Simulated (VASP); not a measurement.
# W (Im-3m) in VASP: single point with LDA

Aim: the single point of W with LDA.

Everything below comes from runs of VASP 6.6.1. Logs are shortened: lines on timing, memory, paths and dates and some standing lists are left out, and cuts for length are marked.

## 1. The cell of the first run

The structure is cubic, space group Im-3m (No. 229). Conventional cell: a = 3.165 Å, b = 3.165 Å, c = 3.165 Å, α = 90.00°, β = 90.00°, γ = 90.00°. Within 3.6 Å of W (site symmetry m-3m) lie 14 W at 2.74 to 3.16 Å.

## 2. Single point, LDA

INCAR reads:

```
SYSTEM = W
PREC     = Accurate       ! precision mode
ENCUT    = 520            ! plane-wave cutoff, eV
EDIFF    = 1E-6           ! SCF threshold, eV
ISMEAR   = -1             ! smearing method
SIGMA    = 0.1            ! smearing width, eV
LREAL    = .FALSE.        ! projectors in reciprocal space
LASPH    = .TRUE.         ! aspherical terms in the spheres
NELM     = 80             ! most SCF steps
ALGO     = Normal         ! electronic algorithm
ISIF     = 2              ! what is computed and relaxed
LWAVE    = .FALSE.        ! write WAVECAR
LCHARG   = .TRUE.         ! write CHGCAR
LELF     = .TRUE.         ! ELF
LVHAR    = .TRUE.       
NBANDS   = 13             ! bands
```

KPOINTS reads:

```
Automatic mesh
0
G
  11 11 11
  0 0 0
```

POSCAR reads:

```
W
1.0
   -1.5823450000      1.5823450000      1.5823450000
    1.5823450000     -1.5823450000      1.5823450000
    1.5823450000      1.5823450000     -1.5823450000
W
1
Direct
    0.0000000000      0.0000000000      0.0000000000
```

Potentials or basis: VASP PAW LDA potentials, release 64 (W_sv).

Command:

```bash
cat potpaw_LDA.64/W_sv/POTCAR > POTCAR
mpirun -np 1 vasp_std > vasp.out
```

OUTCAR:

```text
SYSTEM = W
   PREC = Accurate
   ENCUT = 520
   EDIFF = 1E-6
   ISMEAR = -1
   LREAL = .FALSE.
   LASPH = .TRUE.
   NELM = 80
   ISIF = 2

 ion  position               nearest neighbor table
   1  0.000  0.000  0.000-

  LATTYP: Found a body centered cubic cell.
 ALAT       =     3.1646900000

  Lattice vectors:

 A1 = (  -1.5823450000,   1.5823450000,   1.5823450000)
 A2 = (   1.5823450000,  -1.5823450000,   1.5823450000)
 A3 = (   1.5823450000,   1.5823450000,  -1.5823450000)

Analysis of symmetry for initial positions (statically):
=====================================================================
 Subroutine PRICEL returns:
 Original cell was already a primitive cell.

 Routine SETGRP: Setting up the symmetry group for a
 body centered cubic supercell.

 Subroutine GETGRP returns: Found 48 space group operations
 (whereof 48 operations were pure point group operations)
 out of a pool of 48 trial point group operations.

The static configuration has the point symmetry O_h .

Analysis of symmetry for dynamics (positions and initial velocities):
=====================================================================
 Subroutine PRICEL returns:
 Original cell was already a primitive cell.

 Routine SETGRP: Setting up the symmetry group for a
 body centered cubic supercell.

 Subroutine GETGRP returns: Found 48 space group operations
 (whereof 48 operations were pure point group operations)
 out of a pool of 48 trial point group operations.

The dynamic configuration has the point symmetry O_h .

 Subroutine INISYM returns: Found 48 space group operations
 (whereof 48 operations are pure point group operations),
 and found     1 'primitive' translations

----------------------------------------------------------------------------------------

                                     Primitive cell

  volume of cell :      15.8476

  direct lattice vectors                    reciprocal lattice vectors
    -1.582345000  1.582345000  1.582345000     0.000000000  0.315986716  0.315986716
     1.582345000 -1.582345000  1.582345000     0.315986716  0.000000000  0.315986716
     1.582345000  1.582345000 -1.582345000     0.315986716  0.315986716  0.000000000

  length of vectors
     2.740701935  2.740701935  2.740701935     0.446872699  0.446872699  0.446872699

  position of ions in fractional coordinates (direct lattice)
     0.000000000  0.000000000  0.000000000

  ion indices of the primitive-cell ions
   primitive index   ion index
[... 74 lines left out ...]
   LREAL  =      F    real-space projection
   EDIFFG = 0.1E-04   stopping-criterion for IOM
   NSW    =      0    number of steps for IOM
   IBRION =     -1    ionic relax: 0-MD 1-quasi-New 2-CG
   NFREE  =      0    steps in history (QN), initial steepest desc. (CG)
   ISIF   =      2    stress and relaxation
   ISYM   =      2    0-nonsym 1-usesym 2-fastsym
   POTIM  = 0.5000    time-step for ionic-motion
   TEBEG  =    0.0;   TEEND  =   0.0 temperature during run
   PSTRESS=    0.0 pullay stress
   NELECT =      14.0000    total number of electrons
   NUPDOWN=      -1.0000    fix difference up-down
   EMIN   =  10.00;   EMAX   =-10.00  energy-range for DOS
   EFERMI =   0.00;   METHOD = LEGACY
   ISMEAR =    -1;   SIGMA  =   0.10  broadening in eV -4-tet -1-fermi 0-gaus
   EFERMI_NEDOS =   21; number of points for ismear=-14 and -15
   IALGO  =     38    algorithm
   IMIX   =      4    mixing-type and parameters
     AMIX     =   0.40;   BMIX     =  1.00
     AMIX_MAG =   1.60;   BMIX_MAG =  1.00
  volume/ion in A,a.u.               =      15.85       106.94
  Fermi-wavevector in a.u.,A,eV,Ry     =   1.570832  2.968442 33.572544  2.467512
  Thomas-Fermi vector in A             =   2.672506
   LORBIT       =      0    0 simple, 1 ext, 2 COOP (PROOUT), +10 PAW based schemes
   GGA     = CA    functional components
   LHFCALC =     F    Hartree Fock is set to
   AEXX    =    0.0000 exact exchange contribution
   IVDW    =     0    specifies the selected vdW correction
   LEPSILON=     F    determine dielectric tensor
   LRPA    =     F    only Hartree local field effects (RPA)
 non-spin polarized calculation
  energy-cutoff  :      520.00
  volume of cell :       15.85
 maximum number of plane-waves:       438
   NGX = 11   NGY = 11   NGZ = 11

 number of electron      14.0000003 magnetization

 Free energy of the ion-electron system (eV)
  ---------------------------------------------------
  ext. energy  EPLUGINS =         0.00000000
  ---------------------------------------------------
  free energy    TOTEN  =       -14.08802753 eV

  energy without entropy =      -14.06559654  energy(sigma->0) =      -14.07681204

 E-fermi :  11.3213     XC(G=0): -13.8301

 val. band max:       11.2785548260   @ k =  -0.3636   0.3636   0.2727
 cond. band min:      11.3389546983   @ k =  -0.1818   0.2727   0.0909
 fundamental gap:      0.0603998723
 Fermi energy:        11.3213433194

 k-point     1 :       0.0000    0.0000    0.0000
  band No.  band energies     occupation
      1     -62.4188      2.00000
      2     -26.2269      2.00000
      3     -26.2269      2.00000
      4     -26.2269      2.00000
      5       1.7734      2.00000
      6      10.0639      1.99999
      7      10.0639      1.99999
      8      10.0639      1.99999
      9      13.5095      0.00000
     10      13.5095      0.00000
     11      25.8972      0.00000
     12      25.8972      0.00000
     13      25.8972      0.00000
[... 354 lines left out ...]
  band No.  band energies     occupation
      1     -62.2736      2.00000
      2     -27.3098      2.00000
      3     -26.8260      2.00000
      4     -26.4428      2.00000
      5       6.6931      2.00000
      6       7.8470      2.00000
      7      10.0076      2.00000
      8      13.9355      0.00000
      9      14.4793      0.00000
     10      19.8491      0.00000
     11      20.4361      0.00000
     12      24.3415      0.00000
     13      26.2608      0.00000

 [... further k-points ...]
[... 5 lines left out ...]
  --------------------------------------------------------------------------------------
  -------------------------------------------------------------------------------------
  Total       -0.6803738     -0.6803738     -0.6803738      0.0000000      0.0000000      0.0000000
  in kB      -68.7851416    -68.7851416    -68.7851416      0.0000000      0.0000000      0.0000000
  external PRESSURE =     -68.7851416 kB  Pullay stress =       0.0000000 kB

 VOLUME and BASIS-vectors are now :
 -----------------------------------------------------------------------------
  energy-cutoff  :      520.00
  volume of cell :       15.85
      direct lattice vectors                 reciprocal lattice vectors
    -1.582345000  1.582345000  1.582345000     0.000000000  0.315986716  0.315986716
     1.582345000 -1.582345000  1.582345000     0.315986716  0.000000000  0.315986716
     1.582345000  1.582345000 -1.582345000     0.315986716  0.315986716  0.000000000

 POSITION                                       TOTAL-FORCE (eV/Angst)
 -----------------------------------------------------------------------------------
      0.00000      0.00000      0.00000         0.000000      0.000000      0.000000
 -----------------------------------------------------------------------------------
    total drift:                                0.000000     -0.000000     -0.000000

  FREE ENERGIE OF THE ION-ELECTRON SYSTEM (eV)
  ---------------------------------------------------
  free  energy   TOTEN  =       -14.0880275313 eV

  energy  without entropy=      -14.0655965392  energy(sigma->0) =      -14.07681204
```

OSZICAR:

```text
N       E                     dE             d eps       ncg     rms          rms(c)
DAV:   1     0.860785382041E+02    0.86079E+02   -0.75368E+03  1464   0.122E+03
DAV:   2    -0.130303789479E+02   -0.99109E+02   -0.95118E+02  1646   0.319E+02
DAV:   3    -0.147665709717E+02   -0.17362E+01   -0.17301E+01  1576   0.407E+01
DAV:   4    -0.147735397569E+02   -0.69688E-02   -0.69687E-02  1606   0.288E+00
DAV:   5    -0.147735969742E+02   -0.57217E-04   -0.57216E-04  1626   0.245E-01    0.211E+01
DAV:   6    -0.142298737690E+02    0.54372E+00   -0.42821E-01  1506   0.849E+00    0.826E+00
DAV:   7    -0.140936065286E+02    0.13627E+00   -0.19806E-01  1591   0.542E+00    0.544E-01
DAV:   8    -0.140880696137E+02    0.55369E-02   -0.46019E-03  1481   0.924E-01    0.614E-02
DAV:   9    -0.140880260645E+02    0.43549E-04   -0.72565E-05  1679   0.975E-02    0.436E-02
DAV:  10    -0.140880275374E+02   -0.14729E-05   -0.74467E-06  1576   0.374E-02    0.281E-03
DAV:  11    -0.140880275313E+02    0.60984E-08   -0.15936E-07   843   0.474E-03
   1 F= -.14088028E+02 E0= -.14076812E+02  d E =-.224310E-01
```

stdout:

```text
POSCAR found type information on POSCAR W
 POSCAR found :  1 types and       1 ions
 scaLAPACK will be used
 LDA part: xc-table for (Slater(with rela. corr.)+CA(PZ))
 , standard interpolation
 POSCAR, INCAR and KPOINTS ok, starting setup
 FFT: planning ... GRIDC
 FFT: planning ... GRID_SOFT
 FFT: planning ... GRID
 WAVECAR not read
 entering main loop
```

Run time: 9.7 s. Hardware: 1 thread of AMD EPYC 7R43 (Zen 3), shared host; peak memory 0.09 GiB.

Results:

```
Free energy            : -14.0880 eV
Pressure               : -6.9 GPa
Band gap on the k mesh : zero (band 7 reaches 15.63 eV, above the bottom of band 8 at 10.06 eV)
```

Levels at points of the mesh, in eV from the Fermi level:
```csv
k point,band 5,band 6,band 7,band 8,band 9,band 10
"(0.00, 0.00, 0.00)",-9.55,-1.26,-1.26,-1.26,2.19,2.19
```

Caveat: spin-orbit coupling is left out, which moves the levels of the heavy elements.
